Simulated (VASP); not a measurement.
# TiAl (P-6m2) in VASP: notebook

The runs below take TiAl through relaxation of cell and atoms, single point, with PBEsol.

All numbers are computed with VASP 6.6.1; they aren't measurements. Logs are shortened: lines on timing, memory, paths and dates and some standing lists are left out, and cuts for length are marked.

## (1) The cell of the first run

The structure is hexagonal, space group P-6m2 (No. 187). Conventional cell: a = 2.867 Å, b = 2.867 Å, c = 4.678 Å, α = 90.00°, β = 90.00°, γ = 120.00°. Within 3.8 Å of Ti (site symmetry -6m2) lie 6 Al at 2.87 Å and 6 Ti at 2.87 Å. Within 3.8 Å of Al (site symmetry -6m2) lie 6 Ti at 2.87 Å and 6 Al at 2.87 Å.

## (2) Relaxation of cell and atoms, PBEsol, target pressure 5 GPa, at which the enthalpy is minimised

Contents of INCAR:

```
SYSTEM = TiAl
PREC = Accurate
ENCUT = 600
EDIFF = 1E-7
ISMEAR = -1
SIGMA = 0.05
LREAL = .False.
LASPH = .True.
NELM = 100
ALGO = Normal
ISIF = 3
LWAVE = .False.
LCHARG = .False.
GGA = PS
IBRION = 2
NSW = 80
EDIFFG = -0.005
PSTRESS = 50.0
```

Contents of KPOINTS:

```
Automatic mesh
0
Gamma
  11 11 6
  0 0 0
```

Contents of POSCAR:

```
TiAl
1.0
    2.8672622327      0.0000000000      0.0000000000
   -1.4336311163      2.4831219328      0.0000000000
    0.0000000000      0.0000000000      4.6780830000
Ti Al
1 1
Direct
    0.0000000000      0.0000000000      0.0000000000
    0.3333333333      0.6666666667      0.5000000000
```

Potentials or basis: VASP PAW PBE potentials, release 64 (Ti_sv, Al).

On the command line:

```sh
cat potpaw_PBE.64/Ti_sv/POTCAR potpaw_PBE.64/Al/POTCAR > POTCAR
mpirun -np 1 vasp_std > vasp.out
```

OUTCAR:

```text
SYSTEM = TiAl
   PREC = Accurate
   ENCUT = 600
   EDIFF = 1E-7
   ISMEAR = -1
   LREAL = .False.
   LASPH = .True.
   NELM = 100
   ISIF = 3
   GGA = PS
   IBRION = 2
   NSW = 80
   EDIFFG = -0.005
   PSTRESS = 50.0

 ion  position               nearest neighbor table
   1  0.000  0.000  0.000-   2 2.87   2 2.87   2 2.87   2 2.87   2 2.87   2 2.87
   2  0.333  0.667  0.500-   1 2.87   1 2.87   1 2.87   1 2.87   1 2.87   1 2.87

  LATTYP: Found a hexagonal cell.
 ALAT       =     2.8672622327
 C/A-ratio  =     1.6315504549

  Lattice vectors:

 A1 = (   2.8672622327,   0.0000000000,   0.0000000000)
 A2 = (  -1.4336311163,   2.4831219328,   0.0000000000)
 A3 = (   0.0000000000,   0.0000000000,   4.6780830000)

Analysis of symmetry for initial positions (statically):
=====================================================================
 Subroutine PRICEL returns:
 Original cell was already a primitive cell.

 Routine SETGRP: Setting up the symmetry group for a
 hexagonal supercell.

 Subroutine GETGRP returns: Found 12 space group operations
 (whereof 12 operations were pure point group operations)
 out of a pool of 24 trial point group operations.

The static configuration has the point symmetry D_3h.

Analysis of symmetry for dynamics (positions and initial velocities):
=====================================================================
 Subroutine PRICEL returns:
 Original cell was already a primitive cell.

 Routine SETGRP: Setting up the symmetry group for a
 hexagonal supercell.

 Subroutine GETGRP returns: Found 12 space group operations
 (whereof 12 operations were pure point group operations)
 out of a pool of 24 trial point group operations.

The dynamic configuration has the point symmetry D_3h.

 Subroutine INISYM returns: Found 12 space group operations
 (whereof 12 operations are pure point group operations),
 and found     1 'primitive' translations

----------------------------------------------------------------------------------------

                                     Primitive cell

  volume of cell :      33.3068

  direct lattice vectors                    reciprocal lattice vectors
     2.867262233  0.000000000  0.000000000     0.348764751  0.201359423  0.000000000
    -1.433631116  2.483121933  0.000000000     0.000000000  0.402718846  0.000000000
     0.000000000  0.000000000  4.678083000     0.000000000  0.000000000  0.213762774

  length of vectors
     2.867262233  2.867262233  4.678083000     0.402718846  0.402718846  0.213762774

  position of ions in fractional coordinates (direct lattice)
     0.000000000  0.000000000  0.000000000
     0.333333333  0.666666667  0.500000000

  ion indices of the primitive-cell ions
   primitive index   ion index
                 1           1
                 2           2

----------------------------------------------------------------------------------------

 KPOINTS: Automatic mesh

Automatic generation of k-mesh.
 Grid dimensions read from file:
 generate k-points for:   11   11    6

 Generating k-lattice:

  Cartesian coordinates                     Fractional coordinates (reciprocal lattice)
     0.031705886  0.018305402  0.000000000     0.090909091  0.000000000  0.000000000
     0.000000000  0.036610804  0.000000000     0.000000000  0.090909091  0.000000000
     0.000000000  0.000000000  0.035627129     0.000000000  0.000000000  0.166666667

  Length of vectors
     0.036610804  0.036610804  0.035627129

  Shift w.r.t. Gamma in fractional coordinates (k-lattice)
     0.000000000  0.000000000  0.000000000

 Subroutine IBZKPT returns following result:
 ===========================================

 Found     64 irreducible k-points:

 Following reciprocal coordinates:
            Coordinates               Weight
  0.000000  0.000000  0.000000      1.000000
  0.090909 -0.000000  0.000000      6.000000
  0.181818  0.000000  0.000000      6.000000
  0.272727  0.000000  0.000000      6.000000
  0.363636 -0.000000  0.000000      6.000000
  0.454545  0.000000  0.000000      6.000000
[... 16 lines left out ...]
  0.090909  0.090909  0.166667     12.000000
  0.181818  0.090909  0.166667     24.000000
 [... further k-points ...]
   k-points           NKPTS =     64   k-points in BZ     NKDIM =     64   number of bands    NBANDS=     11
   number of dos      NEDOS =    301   number of ions     NIONS =      2
   total plane-waves  NPLWV =  23040
   dimension x,y,z NGX =    24 NGY =   24 NGZ =   40
   dimension x,y,z NGXF=    48 NGYF=   48 NGZF=   80
   ions per type =               1   1
   NGX,Y,Z   is equivalent  to a cutoff of  13.92, 13.92, 14.21 a.u.
   NGXF,Y,Z  is equivalent  to a cutoff of  27.83, 27.83, 28.43 a.u.
 SYSTEM =  TiAl
   PREC   = accura    normal or accurate (medium, high low for compatibility)
   ISTART =      0    job   : 0-new  1-cont  2-samecut
   ICHARG =      2    charge: 1-file 2-atom 10-const
   ISPIN  =      1    spin polarized calculation?
   LNONCOLLINEAR =      F non collinear calculations
   LSORBIT =      F    spin-orbit coupling
   LASPH  =      T    aspherical Exc in radial PAW
   ENCUT  =  600.0 eV  44.10 Ry    6.64 a.u.   5.73  5.73  9.34*2*pi/ulx,y,z
   NELM   =    100;   NELMIN=  2; NELMDL= -5     # of ELM steps
   EDIFF  = 0.1E-06   stopping-criterion for ELM
   LREAL  =      F    real-space projection
   EDIFFG = -.5E-02   stopping-criterion for IOM
   NSW    =     80    number of steps for IOM
   IBRION =      2    ionic relax: 0-MD 1-quasi-New 2-CG
   NFREE  =      1    steps in history (QN), initial steepest desc. (CG)
   ISIF   =      3    stress and relaxation
   ISYM   =      2    0-nonsym 1-usesym 2-fastsym
   POTIM  = 0.5000    time-step for ionic-motion
   TEBEG  =    0.0;   TEEND  =   0.0 temperature during run
   PSTRESS=   50.0 pullay stress
   NELECT =      15.0000    total number of electrons
   NUPDOWN=      -1.0000    fix difference up-down
   EMIN   =  10.00;   EMAX   =-10.00  energy-range for DOS
   EFERMI =   0.00;   METHOD = LEGACY
   ISMEAR =    -1;   SIGMA  =   0.05  broadening in eV -4-tet -1-fermi 0-gaus
   EFERMI_NEDOS =   21; number of points for ismear=-14 and -15
   IALGO  =     38    algorithm
   IMIX   =      4    mixing-type and parameters
     AMIX     =   0.40;   BMIX     =  1.00
     AMIX_MAG =   1.60;   BMIX_MAG =  1.00
  volume/ion in A,a.u.               =      16.65       112.38
  Fermi-wavevector in a.u.,A,eV,Ry     =   1.254857  2.371335 21.424622  1.574665
  Thomas-Fermi vector in A             =   2.388641
   LORBIT       =      0    0 simple, 1 ext, 2 COOP (PROOUT), +10 PAW based schemes
   GGA     = PS    functional components
   LHFCALC =     F    Hartree Fock is set to
   AEXX    =    0.0000 exact exchange contribution
   IVDW    =     0    specifies the selected vdW correction
   LEPSILON=     F    determine dielectric tensor
   LRPA    =     F    only Hartree local field effects (RPA)
 conjugate gradient relaxation of ions
 non-spin polarized calculation
  energy-cutoff  :      600.00
  volume of cell :       33.31
 maximum number of plane-waves:      1122
 NGX is ok and might be reduce to    24
   NGX = 11   NGY = 11   NGZ = 19

--------------------------------------- Ionic step        1  -------------------------------------------

 number of electron      14.9999999 magnetization

 Free energy of the ion-electron system (eV)
  ---------------------------------------------------
  ext. energy  EPLUGINS =         0.00000000
  ---------------------------------------------------
  free energy    TOTEN  =       -12.93160339 eV

  energy without entropy =      -12.90791634  energy(sigma->0) =      -12.91975986

------------------------ aborting loop because EDIFF is reached ----------------------------------------

  FORCE on cell =-STRESS in cart. coord.  units (eV):
  Direction    XX          YY          ZZ          XY          YZ          ZX
  --------------------------------------------------------------------------------------
  -------------------------------------------------------------------------------------
  Total       -0.4843728     -0.4843728     -0.8105526     -0.0000000      0.0000000     -0.0000000
  in kB      -23.3000564    -23.3000564    -38.9904630     -0.0000000      0.0000000     -0.0000000
  external PRESSURE =     -78.5301919 kB  Pullay stress =      50.0000000 kB
[... 251 lines left out ...]
  enthalpy is  TOTEN    =       -11.9491261653 eV   P V=        0.9714106509

--------------------------------------- Ionic step        8  -------------------------------------------

 number of electron      15.0000001 magnetization

 Free energy of the ion-electron system (eV)
  ---------------------------------------------------
  ext. energy  EPLUGINS =         0.00000000
  ---------------------------------------------------
  free energy    TOTEN  =       -12.91984624 eV

  energy without entropy =      -12.89799312  energy(sigma->0) =      -12.90891968

 E-fermi :   8.4687     XC(G=0): -11.3272

 val. band max:        8.4493877327   @ k =   0.3636   0.0909   0.5000
 cond. band min:       8.4688218051   @ k =   0.1818   0.0000   0.5000
 fundamental gap:      0.0194340724
 Fermi energy:         8.4687063030

 k-point     1 :       0.0000    0.0000    0.0000
  band No.  band energies     occupation
      1     -47.6552      2.00000
      2     -24.0909      2.00000
      3     -23.5890      2.00000
      4     -23.5890      2.00000
      5      -0.7611      2.00000
      6       6.1021      2.00000
      7       6.6419      2.00000
      8       9.8407      0.00000
      9       9.8407      0.00000
     10      11.4764      0.00000
     11      11.4764      0.00000
[... 309 lines left out ...]
 k-point    24 :       0.1818    0.0909    0.1667
  band No.  band energies     occupation
      1     -47.5958      2.00000
      2     -24.0347      2.00000
      3     -23.9239      2.00000
      4     -23.6803      2.00000
      5       0.8625      2.00000
      6       6.0384      2.00000
      7       7.8942      1.99998
      8       8.7751      0.00435
      9      10.8918      0.00000
     10      11.0543      0.00000
     11      11.1639      0.00000

 [... further k-points ...]

------------------------ aborting loop because EDIFF is reached ----------------------------------------

  FORCE on cell =-STRESS in cart. coord.  units (eV):
  Direction    XX          YY          ZZ          XY          YZ          ZX
  --------------------------------------------------------------------------------------
  -------------------------------------------------------------------------------------
  Total        0.9707608      0.9707608      0.9687071      0.0000000      0.0000000      0.0000000
  in kB       50.0024401     50.0024401     49.8966534      0.0000000      0.0000000      0.0000000
  external PRESSURE =      -0.0328221 kB  Pullay stress =      50.0000000 kB
[... 17 lines left out ...]
  FREE ENERGIE OF THE ION-ELECTRON SYSTEM (eV)
  ---------------------------------------------------
  free  energy   TOTEN  =       -12.9198462357 eV

  energy  without entropy=      -12.8979931224  energy(sigma->0) =      -12.90891968

  enthalpy is  TOTEN    =       -11.9491327664 eV   P V=        0.9707134693

 reached required accuracy - stopping structural energy minimisation
```

Run time: 78 s. Hardware: 1 thread of Intel Xeon Platinum 8488C (Sapphire Rapids), shared host; peak memory 0.19 GiB.

What came out:

```yaml
Free_energy: -12.9198 eV
Relaxed_volume: 15.55 Å³/atom
Relaxed_cell: a = 2.803 Å, b = 2.803 Å, c = 4.570 Å, α = 90.00°, β = 90.00°, γ = 120.00°
Space_group_after_relaxing_to_0.05_Å: P-6m2 (No. 187)
Energy_change_on_relaxing_the_enthalpy_is_what_falls: +5.9 meV/atom
Ionic_steps: 8
Pressure_after_relaxing: 5.0 GPa
```

The path:
```csv
step,energy change (eV),largest force (eV/Å),pressure (GPa),volume (Å³)
1,0.0000,0.0000,-2.85,33.31
2,0.0982,0.0000,12.57,29.52
3,0.0108,0.0000,4.93,31.14
4,0.0121,0.0000,5.09,31.10
5,0.0125,0.0000,5.10,31.08
6,0.0127,0.0000,5.12,31.08
7,0.0111,0.0000,4.92,31.13
8,0.0118,0.0000,5.00,31.11
```

Final structure:
```yaml
crystal:
  lattice:
    - [2.80338, 0.00000, 0.00000]
    - [-1.40169, 2.42780, 0.00000]
    - [0.00000, 0.00000, 4.57021]
  atoms:
    - { symbol: Ti, position: [0.00000, 0.00000, 0.00000] }
    - { symbol: Al, position: [0.33333, 0.66667, 0.50000] }
```

Levels at points of the mesh, in eV from the Fermi level:
```tsv
k point	band 3	band 4	band 5	band 6	band 7	band 8	band 9	band 10	band 11
(0.00, 0.00, 0.00)	-32.06	-32.06	-9.23	-2.37	-1.83	1.37	1.37	3.01	3.01
(0.00, 0.00, 0.50)	-32.06	-32.06	-8.26	-5.41	-0.47	1.38	1.38	2.92	2.92
```

Caveat: the cell is relaxed towards a set pressure, so the enthalpy falls and the energy may rise; the PAW data sets were made with another functional, which shifts forces and pressure a little.

## (3) Relaxation of cell and atoms, PBEsol, target pressure 10 GPa, at which the enthalpy is minimised

Contents of INCAR:

```
ALGO = Normal ; EDIFF = 1E-6
EDIFFG = -0.005 ; ENCUT = 600
GGA = PS ; IBRION = 2
ISIF = 3 ; ISMEAR = -1
LASPH = True ; LCHARG = False
LREAL = False ; LWAVE = False
NELM = 80 ; NSW = 80
PREC = Accurate ; PSTRESS = 100.0
SIGMA = 0.05
```

Contents of KPOINTS:

```
k-points
0
Gamma
  11 11 6
```

POSCAR is that of step 2.

Potentials or basis: VASP PAW PBE potentials, release 64 (Ti_sv, Al).

On the command line:

```sh
cat potpaw_PBE.64/Ti_sv/POTCAR potpaw_PBE.64/Al/POTCAR > POTCAR
mpirun -np 1 vasp_std > vasp.out
```

It took 93 s on 1 thread of Intel Xeon Platinum 8488C (Sapphire Rapids), shared host; peak memory 0.16 GiB.

Results (log left out):

| Item | Value |
| --- | --- |
| Free energy | -12.8674 eV |
| Relaxed volume | 14.99 Å³/atom |
| Relaxed cell | a = 2.764 Å, b = 2.764 Å, c = 4.531 Å, α = 90.00°, β = 90.00°, γ = 120.00° |
| Space group after relaxing (to 0.05 Å) | P-6m2 (No. 187) |
| Energy change on relaxing (the enthalpy is what falls) | +32.1 meV/atom |
| Ionic steps | 10 |
| Pressure after relaxing | 10.0 GPa |

The path:
```
step  energy change (eV)  largest force (eV/Å)  pressure (GPa)  volume (Å³)
   1              0.0000                0.0000           -2.83        33.31
   2              0.3664                0.0000           26.59        27.28
   3              0.0594                0.0000            9.72        30.07
   4              0.0633                0.0000           10.03        30.00
   5              0.0644                0.0000           10.03        29.97
   6              0.0650                0.0000           10.07        29.96
   7              0.0651                0.0000           10.10        29.96
   8              0.0626                0.0000            9.90        30.00
   9              0.0638                0.0000            9.96        29.98
  10              0.0642                0.0000           10.00        29.98
```

Final structure:
```
CELL_PARAMETERS angstrom
2.76405 0.00000 0.00000
-1.38202 2.39373 0.00000
0.00000 0.00000 4.53057
ATOMIC_POSITIONS crystal
Ti 0.00000 0.00000 0.00000
Al 0.33333 0.66667 0.50000
```

Levels at points of the mesh, in eV from the Fermi level:
```tsv
k point	band 5	band 6	band 7	band 8	band 9	band 10
(0.00, 0.00, 0.00)	-9.44	-2.44	-1.89	1.41	1.41	3.15
(0.00, 0.00, 0.50)	-8.44	-5.52	-0.54	1.43	1.43	3.06
```

Caveat: the cell is relaxed towards a set pressure, so the enthalpy falls and the energy may rise; the PAW data sets were made with another functional, which shifts forces and pressure a little.

## (4) Relaxation of cell and atoms, PBEsol, target pressure 20 GPa, at which the enthalpy is minimised

Contents of INCAR:

```
PREC = Accurate
ENCUT = 600
EDIFF = 1E-6
ISMEAR = -1
SIGMA = 0.05
LREAL = False
LASPH = True
NELM = 80
ALGO = Normal
ISIF = 3
LWAVE = False
LCHARG = False
GGA = PS
IBRION = 2
NSW = 80
EDIFFG = -0.005
PSTRESS = 200.0
```

Contents of KPOINTS:

```
Automatic mesh
0
Gamma
  11 11 6
```

POSCAR is that of step 3.

Potentials or basis: VASP PAW PBE potentials, release 64 (Ti_sv, Al).

On the command line:

```sh
cat potpaw_PBE.64/Ti_sv/POTCAR potpaw_PBE.64/Al/POTCAR > POTCAR
mpirun -np 1 vasp_std > vasp.out
```

OUTCAR:

```text
PREC = Accurate
   ENCUT = 600
   EDIFF = 1E-6
   ISMEAR = -1
   LREAL = False
   LASPH = True
   NELM = 80
   ISIF = 3
   GGA = PS
   IBRION = 2
   NSW = 80
   EDIFFG = -0.005
   PSTRESS = 200.0

 ion  position               nearest neighbor table
   1  0.000  0.000  0.000-   2 2.87   2 2.87   2 2.87   2 2.87   2 2.87   2 2.87
   2  0.333  0.667  0.500-   1 2.87   1 2.87   1 2.87   1 2.87   1 2.87   1 2.87

  LATTYP: Found a hexagonal cell.
 ALAT       =     2.8672622327
 C/A-ratio  =     1.6315504549

  Lattice vectors:

 A1 = (   2.8672622327,   0.0000000000,   0.0000000000)
 A2 = (  -1.4336311163,   2.4831219328,   0.0000000000)
 A3 = (   0.0000000000,   0.0000000000,   4.6780830000)

Analysis of symmetry for initial positions (statically):
[... 220 lines left out ...]

 k-point     1 :       0.0000    0.0000    0.0000
  band No.  band energies     occupation
      1     -43.4767      2.00000
      2     -19.9990      2.00000
      3     -18.8990      2.00000
      4     -18.8990      2.00000
      5       1.3080      2.00000
      6       9.3688      2.00000
      7      10.4641      2.00000
      8      13.7596      0.00000
      9      13.7596      0.00000
     10      16.1802      0.00000
     11      16.1802      0.00000
[... 587 lines left out ...]
--------------------------------------- Ionic step        9  -------------------------------------------

 number of electron      15.0000002 magnetization

 Free energy of the ion-electron system (eV)
  ---------------------------------------------------
  ext. energy  EPLUGINS =         0.00000000
  ---------------------------------------------------
  free energy    TOTEN  =       -12.70129172 eV

  energy without entropy =      -12.68288932  energy(sigma->0) =      -12.69209052

 E-fermi :   9.6184     XC(G=0): -11.7653

 val. band max:        9.6018354251   @ k =   0.3636   0.0909   0.5000
 cond. band min:       9.6238456085   @ k =   0.3636   0.2727   0.3333
 fundamental gap:      0.0220101834
 Fermi energy:         9.6183739733

 k-point     1 :       0.0000    0.0000    0.0000
  band No.  band energies     occupation
      1     -46.3166      2.00000
      2     -22.7742      2.00000
      3     -22.1033      2.00000
      4     -22.1033      2.00000
      5      -0.1787      2.00000
      6       7.0660      2.00000
      7       7.6306      2.00000
      8      11.0912      0.00000
      9      11.0912      0.00000
     10      13.0045      0.00000
     11      13.0045      0.00000
[... 355 lines left out ...]
  energy  without entropy=      -12.6828893249  energy(sigma->0) =      -12.69209052

  enthalpy is  TOTEN    =        -9.1840701423 eV   P V=        3.5172215795

 reached required accuracy - stopping structural energy minimisation
```

Run time: 1.9 min. Hardware: 1 thread of Intel Xeon Platinum 8488C (Sapphire Rapids), shared host; peak memory 0.16 GiB.

What came out:

```yaml
Free_energy: -12.7013 eV
Relaxed_volume: 14.09 Å³/atom
Relaxed_cell: a = 2.701 Å, b = 2.701 Å, c = 4.459 Å, α = 90.00°, β = 90.00°, γ = 120.00°
Space_group_after_relaxing_to_0.05_Å: P-6m2 (No. 187)
Energy_change_on_relaxing_the_enthalpy_is_what_falls: +115.2 meV/atom
Ionic_steps: 9
Pressure_after_relaxing: 20.0 GPa
```

Step by step:
| step | energy change (eV) | largest force (eV/Å) | pressure (GPa) | volume (Å³) |
| --- | --- | --- | --- | --- |
| 1 | 0.0000 | 0.0000 | -2.83 | 33.31 |
| 2 | 1.5474 | 0.0000 | 69.14 | 23.13 |
| 3 | 0.2012 | 0.0000 | 18.63 | 28.44 |
| 4 | 0.2229 | 0.0000 | 19.72 | 28.26 |
| 5 | 0.2349 | 0.0000 | 20.35 | 28.17 |
| 6 | 0.2390 | 0.0000 | 20.46 | 28.11 |
| 7 | 0.2396 | 0.0000 | 20.45 | 28.10 |
| 8 | 0.2210 | 0.0000 | 19.55 | 28.25 |
| 9 | 0.2303 | 0.0000 | 19.98 | 28.18 |

Final structure:
```
Ti Al
1.0
     2.70127    0.00000    0.00000
    -1.35064    2.33937    0.00000
     0.00000    0.00000    4.45875
Ti Al
1 1
Direct
  0.00000 0.00000 0.00000
  0.33333 0.66667 0.50000
```

Caveat: the cell is relaxed towards a set pressure, so the enthalpy falls and the energy may rise; the volume moved by over 15 % at a fixed basis, so the end points are rough; the PAW data sets were made with another functional, which shifts forces and pressure a little.

[end of part 1 of 2]
